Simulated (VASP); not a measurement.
# I (Pm-3m) in VASP: a series of runs

Runs on I. Level: PBE. Tasks: relaxation of cell and atoms.

All numbers are computed with VASP 6.6.1; they aren't measurements. Logs are shortened: lines on timing, memory, paths and dates and some standing lists are left out, and cuts for length are marked.

### 1 The cell of the first run

Symmetry: Pm-3m, No. 221, cubic system. The conventional cell has a = 3.300 Å, b = 3.300 Å, c = 3.300 Å, α = 90.00°, β = 90.00°, γ = 90.00°. Within 4.3 Å of I (site symmetry m-3m) lie 6 I at 3.30 Å.

### 2 Relaxation of cell and atoms, PBE

File INCAR:

```
  ALGO = Normal
  EDIFF = 1E-6
  EDIFFG = -0.03
  ENCUT = 600
  GGA = PE
  IBRION = 2
  ISIF = 3
  ISMEAR = -1
  LASPH = True
  LCHARG = False
  LREAL = False
  LWAVE = False
  NELM = 60
  NSW = 60
  PREC = Accurate
  SIGMA = 0.02
```

File KPOINTS:

```
k-points
0
Gamma
  8 8 8
```

File POSCAR:

```
I
1.0
    3.3000000000      0.0000000000      0.0000000000
    0.0000000000      3.3000000000      0.0000000000
    0.0000000000      0.0000000000      3.3000000000
I
1
Direct
    0.0000000000      0.0000000000      0.0000000000
```

Potentials or basis: VASP PAW PBE potentials, release 64 (I).

The run is started by

```console
$ cat potpaw_PBE.64/I/POTCAR > POTCAR
$ mpirun -np 1 vasp_std > vasp.out
```

OUTCAR:

```text
EDIFF = 1E-6
   EDIFFG = -0.03
   ENCUT = 600
   GGA = PE
   IBRION = 2
   ISIF = 3
   ISMEAR = -1
   LASPH = True
   LREAL = False
   NELM = 60
   NSW = 60
   PREC = Accurate

 ion  position               nearest neighbor table
   1  0.000  0.000  0.000-

  LATTYP: Found a simple cubic cell.
 ALAT       =     3.3000000000

  Lattice vectors:

 A1 = (   3.3000000000,   0.0000000000,   0.0000000000)
 A2 = (   0.0000000000,   3.3000000000,   0.0000000000)
 A3 = (   0.0000000000,   0.0000000000,   3.3000000000)

Analysis of symmetry for initial positions (statically):
=====================================================================
 Subroutine PRICEL returns:
 Original cell was already a primitive cell.

 Routine SETGRP: Setting up the symmetry group for a
 simple cubic supercell.

 Subroutine GETGRP returns: Found 48 space group operations
 (whereof 48 operations were pure point group operations)
 out of a pool of 48 trial point group operations.

The static configuration has the point symmetry O_h .

Analysis of symmetry for dynamics (positions and initial velocities):
=====================================================================
 Subroutine PRICEL returns:
 Original cell was already a primitive cell.

 Routine SETGRP: Setting up the symmetry group for a
 simple cubic supercell.

 Subroutine GETGRP returns: Found 48 space group operations
 (whereof 48 operations were pure point group operations)
 out of a pool of 48 trial point group operations.

The dynamic configuration has the point symmetry O_h .

 Subroutine INISYM returns: Found 48 space group operations
 (whereof 48 operations are pure point group operations),
 and found     1 'primitive' translations

----------------------------------------------------------------------------------------

                                     Primitive cell

  volume of cell :      35.9370

  direct lattice vectors                    reciprocal lattice vectors
     3.300000000  0.000000000  0.000000000     0.303030303  0.000000000  0.000000000
     0.000000000  3.300000000  0.000000000     0.000000000  0.303030303  0.000000000
     0.000000000  0.000000000  3.300000000     0.000000000  0.000000000  0.303030303

  length of vectors
[... 91 lines left out ...]
   NELECT =       7.0000    total number of electrons
   NUPDOWN=      -1.0000    fix difference up-down
   EMIN   =  10.00;   EMAX   =-10.00  energy-range for DOS
   EFERMI =   0.00;   METHOD = LEGACY
   ISMEAR =    -1;   SIGMA  =   0.02  broadening in eV -4-tet -1-fermi 0-gaus
   EFERMI_NEDOS =   21; number of points for ismear=-14 and -15
   IALGO  =     38    algorithm
   IMIX   =      4    mixing-type and parameters
     AMIX     =   0.40;   BMIX     =  1.00
     AMIX_MAG =   1.60;   BMIX_MAG =  1.00
  volume/ion in A,a.u.               =      35.94       242.51
  Fermi-wavevector in a.u.,A,eV,Ry     =   0.948987  1.793325 12.253083  0.900576
  Thomas-Fermi vector in A             =   2.077227
   LORBIT       =      0    0 simple, 1 ext, 2 COOP (PROOUT), +10 PAW based schemes
   GGA     = PE    functional components
   LHFCALC =     F    Hartree Fock is set to
   AEXX    =    0.0000 exact exchange contribution
   IVDW    =     0    specifies the selected vdW correction
   LEPSILON=     F    determine dielectric tensor
   LRPA    =     F    only Hartree local field effects (RPA)
 conjugate gradient relaxation of ions
 non-spin polarized calculation
  energy-cutoff  :      600.00
  volume of cell :       35.94
 maximum number of plane-waves:      1222
 NGX is ok and might be reduce to    28
   NGX = 13   NGY = 13   NGZ = 13

--------------------------------------- Ionic step        1  -------------------------------------------

 number of electron       6.9999999 magnetization

 Free energy of the ion-electron system (eV)
  ---------------------------------------------------
  ext. energy  EPLUGINS =         0.00000000
  ---------------------------------------------------
  free energy    TOTEN  =        -1.11697503 eV

  energy without entropy =       -1.11576982  energy(sigma->0) =       -1.11637242

------------------------ aborting loop because EDIFF is reached ----------------------------------------

  FORCE on cell =-STRESS in cart. coord.  units (eV):
  Direction    XX          YY          ZZ          XY          YZ          ZX
  --------------------------------------------------------------------------------------
  -------------------------------------------------------------------------------------
  Total        1.0634830      1.0634830      1.0634830      0.0000000     -0.0000000     -0.0000000
  in kB       47.4132036     47.4132036     47.4132036      0.0000000     -0.0000000     -0.0000000
  external PRESSURE =      47.4132036 kB  Pullay stress =       0.0000000 kB
[... 57 lines left out ...]
--------------------------------------- Ionic step        3  -------------------------------------------

 number of electron       6.9999998 magnetization

 Free energy of the ion-electron system (eV)
  ---------------------------------------------------
  ext. energy  EPLUGINS =         0.00000000
  ---------------------------------------------------
  free energy    TOTEN  =        -1.18695989 eV

  energy without entropy =       -1.18502958  energy(sigma->0) =       -1.18599474

 E-fermi :   3.1807     XC(G=0):  -8.1756

 val. band max:        3.0990764454   @ k =   0.0000   0.0000   0.0000
 cond. band min:       3.1850554925   @ k =   0.1250   0.0000   0.0000
 fundamental gap:      0.0859790471
 Fermi energy:         3.1807246172

 k-point     1 :       0.0000    0.0000    0.0000
  band No.  band energies     occupation
      1     -10.2227      2.00000
      2       3.0991      1.96683
      3       3.0991      1.96683
      4       3.0991      1.96683
      5       8.7028      0.00000
      6       9.8334      0.00000
      7       9.8334      0.00000
[... 221 lines left out ...]
 k-point    24 :       0.5000    0.3750    0.1250
  band No.  band energies     occupation
      1      -8.6425      2.00000
      2      -0.4755      2.00000
      3       0.1592      2.00000
      4       3.4541      0.00000
      5       7.7803      0.00000
      6      12.4448      0.00000
      7      12.9219      0.00000

 [... further k-points ...]

------------------------ aborting loop because EDIFF is reached ----------------------------------------

  FORCE on cell =-STRESS in cart. coord.  units (eV):
  Direction    XX          YY          ZZ          XY          YZ          ZX
  --------------------------------------------------------------------------------------
  -------------------------------------------------------------------------------------
  Total       -0.0008020     -0.0008020     -0.0008020     -0.0000000      0.0000000     -0.0000000
  in kB       -0.0310146     -0.0310146     -0.0310146     -0.0000000      0.0000000     -0.0000000
  external PRESSURE =      -0.0310146 kB  Pullay stress =       0.0000000 kB
[... 16 lines left out ...]
  FREE ENERGIE OF THE ION-ELECTRON SYSTEM (eV)
  ---------------------------------------------------
  free  energy   TOTEN  =        -1.1869598943 eV

  energy  without entropy=       -1.1850295803  energy(sigma->0) =       -1.18599474

 reached required accuracy - stopping structural energy minimisation
```

OSZICAR:

```text
N       E                     dE             d eps       ncg     rms          rms(c)
DAV:   1     0.234464604888E+02    0.23446E+02   -0.26482E+03   490   0.787E+02
DAV:   2    -0.396816715261E+00   -0.23843E+02   -0.22930E+02   672   0.102E+02
DAV:   3    -0.110914186026E+01   -0.71233E+00   -0.71083E+00   602   0.215E+01
[... 22 lines left out ...]
DAV:   1    -0.118852623196E+01   -0.17223E-02   -0.36287E-02   490   0.107E+00    0.192E-01
DAV:   2    -0.118737700612E+01    0.11492E-02   -0.15697E-03   504   0.270E-01    0.880E-02
DAV:   3    -0.118695842840E+01    0.41858E-03   -0.14017E-03   490   0.202E-01    0.103E-01
DAV:   4    -0.118695987590E+01   -0.14475E-05   -0.14319E-05   721   0.364E-02    0.110E-01
DAV:   5    -0.118695989431E+01   -0.18413E-07   -0.39237E-08   301   0.150E-03
   3 F= -.11869599E+01 E0= -.11859947E+01  d E =-.699849E-01
```

Run time: 36 s. Hardware: 1 thread of Intel Xeon 8259CL, shared host; peak memory 0.16 GiB.

What came out:

```
Free energy                           : -1.1870 eV
Relaxed volume                        : 41.43 Å³/atom
Relaxed cell                          : a = 3.460 Å, b = 3.460 Å, c = 3.460 Å, α = 90.00°, β = 90.00°, γ = 90.00°
Space group after relaxing (to 0.1 Å) : Pm-3m (No. 221)
Energy gained by relaxing             : 70.0 meV/atom
Ionic steps                           : 3
Pressure after relaxing               : 0.0 GPa
Band gap on the k mesh                : zero (an odd number of electrons rules out a gap without spin polarisation)
```

The path:
| step | energy change (eV) | largest force (eV/Å) | pressure (GPa) | volume (Å³) |
| --- | --- | --- | --- | --- |
| 1 | 0.0000 | 0.0000 | 4.74 | 35.94 |
| 2 | -0.0698 | 0.0000 | -0.16 | 41.76 |
| 3 | -0.0700 | 0.0000 | 0.00 | 41.43 |

Final structure:
```xyz
1
Lattice="3.4602 0.0000 0.0000 0.0000 3.4602 0.0000 0.0000 0.0000 3.4602" Properties=species:S:1:pos:R:3 pbc="T T T"
I     0.0000    0.0000    0.0000
```

Levels at points of the mesh, in eV from the Fermi level:
```csv
k point,band 1,band 2,band 3,band 4,band 5,band 6
"(0.00, 0.00, 0.00)",-13.40,-0.08,-0.08,-0.08,5.52,6.65
"(0.50, 0.00, 0.00)",-12.58,-4.51,0.57,0.57,7.92,7.95
"(0.50, 0.50, 0.00)",-11.78,-3.60,-3.60,1.18,3.92,9.46
"(0.50, 0.50, 0.50)",-11.00,-2.79,-2.79,-2.79,5.66,5.66
```

Caveat: the volume moved by over 15 % at a fixed basis, so the end points are rough; spin-orbit coupling is left out, which moves the levels of the heavy elements; an odd number of electrons without spin polarisation forces a metal; a magnetic or distorted state may lie lower.

### 3 Relaxation of cell and atoms, PBE, target pressure 5 GPa, at which the enthalpy is minimised

File INCAR:

```
SYSTEM = I
PREC = Accurate
ENCUT = 600
EDIFF = 1E-6
ISMEAR = -1
SIGMA = 0.02
LREAL = .FALSE.
LASPH = .TRUE.
NELM = 60
ALGO = Normal
ISIF = 3
LWAVE = .FALSE.
LCHARG = .FALSE.
GGA = PE
IBRION = 2
NSW = 60
EDIFFG = -0.03
PSTRESS = 50.0
```

File KPOINTS:

```
Automatic mesh
0
G
  8 8 8
  0 0 0
```

POSCAR is that of step 2.

Potentials or basis: VASP PAW PBE potentials, release 64 (I).

The run is started by

```console
$ cat potpaw_PBE.64/I/POTCAR > POTCAR
$ mpirun -np 1 vasp_std > vasp.out
```

Wall time 20 s (1 thread of Intel Xeon 8259CL, shared host); peak memory 0.17 GiB.

Results (log left out):

```
Free energy                                                : -1.1077 eV
Relaxed volume                                             : 35.64 Å³/atom
Relaxed cell                                               : a = 3.291 Å, b = 3.291 Å, c = 3.291 Å, α = 90.00°, β = 90.00°, γ = 90.00°
Space group after relaxing (to 0.1 Å)                      : Pm-3m (No. 221)
Energy change on relaxing (the run minimises the enthalpy) : +9.3 meV/atom
Ionic steps                                                : 2
Pressure after relaxing                                    : 5.1 GPa
Band gap on the k mesh                                     : zero (an odd number of electrons rules out a gap without spin polarisation)
```

The path:
| step | energy change (eV) | largest force (eV/Å) | pressure (GPa) | volume (Å³) |
| --- | --- | --- | --- | --- |
| 1 | 0.0000 | 0.0000 | 4.74 | 35.94 |
| 2 | 0.0093 | 0.0000 | 5.12 | 35.64 |

Final structure:
```cif
data_structure
_symmetry_space_group_name_H-M 'P 1'
_symmetry_Int_Tables_number 1
_cell_length_a 3.2908
_cell_length_b 3.2908
_cell_length_c 3.2908
_cell_angle_alpha 90.000
_cell_angle_beta 90.000
_cell_angle_gamma 90.000
_cell_volume 35.64
loop_
_atom_site_label
_atom_site_type_symbol
_atom_site_fract_x
_atom_site_fract_y
_atom_site_fract_z
_atom_site_occupancy
I1 I 0.00000 0.00000 0.00000 1
```

Levels at points of the mesh, in eV from the Fermi level:
| k point | band 1 | band 2 | band 3 | band 4 | band 5 | band 6 | band 7 |
| --- | --- | --- | --- | --- | --- | --- | --- |
| (0.00, 0.00, 0.00) | -14.42 | -0.14 | -0.14 | -0.14 | 5.72 | 6.19 | 6.19 |
| (0.50, 0.00, 0.00) | -13.27 | -5.68 | 0.76 | 0.76 | 7.67 | 8.35 | 9.66 |
| (0.50, 0.50, 0.00) | -12.14 | -4.52 | -4.52 | 1.59 | 3.02 | 9.80 | 12.02 |
| (0.50, 0.50, 0.50) | -10.99 | -3.48 | -3.48 | -3.48 | 5.00 | 5.00 | 5.00 |

Caveat: the cell is relaxed towards a set pressure, so the run minimises the enthalpy, not the energy; spin-orbit coupling is left out, which moves the levels of the heavy elements; an odd number of electrons without spin polarisation forces a metal; a magnetic or distorted state may lie lower.

### 4 Relaxation of cell and atoms, PBE, target pressure 10 GPa, at which the enthalpy is minimised

File INCAR:

```
PREC = Accurate ; ENCUT = 600
EDIFF = 1E-6 ; ISMEAR = -1
SIGMA = 0.02 ; LREAL = False
LASPH = True ; NELM = 60
ALGO = Normal ; ISIF = 3
LWAVE = False ; LCHARG = False
GGA = PE ; IBRION = 2
NSW = 60 ; EDIFFG = -0.03
PSTRESS = 100.0
```

File KPOINTS:

```
Automatic mesh
0
Gamma
  8 8 8
```

POSCAR is that of step 3.

The run is started by

```console
$ cat potpaw_PBE.64/I/POTCAR > POTCAR
$ mpirun -np 1 vasp_std > vasp.out
```

Wall time 37 s (1 thread of Intel Xeon 8259CL, shared host); peak memory 0.16 GiB.

It converged, with:

```
Free energy                                                : -0.9776 eV
Relaxed volume                                             : 32.80 Å³/atom
Relaxed cell                                               : a = 3.201 Å, b = 3.201 Å, c = 3.201 Å, α = 90.00°, β = 90.00°, γ = 90.00°
Space group after relaxing (to 0.1 Å)                      : Pm-3m (No. 221)
Energy change on relaxing (the run minimises the enthalpy) : +139.4 meV/atom
Ionic steps                                                : 3
Pressure after relaxing                                    : 9.9 GPa
Band gap on the k mesh                                     : zero (an odd number of electrons rules out a gap without spin polarisation)
```

The path:
```csv
step,energy change (eV),largest force (eV/Å),pressure (GPa),volume (Å³)
1,0.0000,0.0000,4.74,35.94
2,0.3568,0.0000,16.82,30.14
3,0.1394,0.0000,9.91,32.80
```

Final structure:
```yaml
crystal:
  lattice:
    - [3.20100, 0.00000, 0.00000]
    - [0.00000, 3.20100, 0.00000]
    - [0.00000, 0.00000, 3.20100]
  atoms:
    - { symbol: I, position: [0.00000, 0.00000, 0.00000] }
```

Levels at points of the mesh, in eV from the Fermi level:
| k point | band 1 | band 2 | band 3 | band 4 | band 5 | band 6 | band 7 |
| --- | --- | --- | --- | --- | --- | --- | --- |
| (0.00, 0.00, 0.00) | -15.08 | -0.17 | -0.17 | -0.17 | 5.86 | 5.92 | 5.92 |
| (0.50, 0.00, 0.00) | -13.72 | -6.40 | 0.88 | 0.88 | 7.52 | 8.63 | 9.66 |
| (0.50, 0.50, 0.00) | -12.35 | -5.09 | -5.09 | 1.88 | 2.47 | 10.04 | 12.14 |
| (0.50, 0.50, 0.50) | -10.96 | -3.90 | -3.90 | -3.90 | 4.59 | 4.59 | 4.59 |

Caveat: the cell is relaxed towards a set pressure, so the run minimises the enthalpy, not the energy; spin-orbit coupling is left out, which moves the levels of the heavy elements; an odd number of electrons without spin polarisation forces a metal; a magnetic or distorted state may lie lower.

(Continued in part 2 of 2.)

The gap in the log of VASP goes by the Fermi energy; the results here count the filled bands.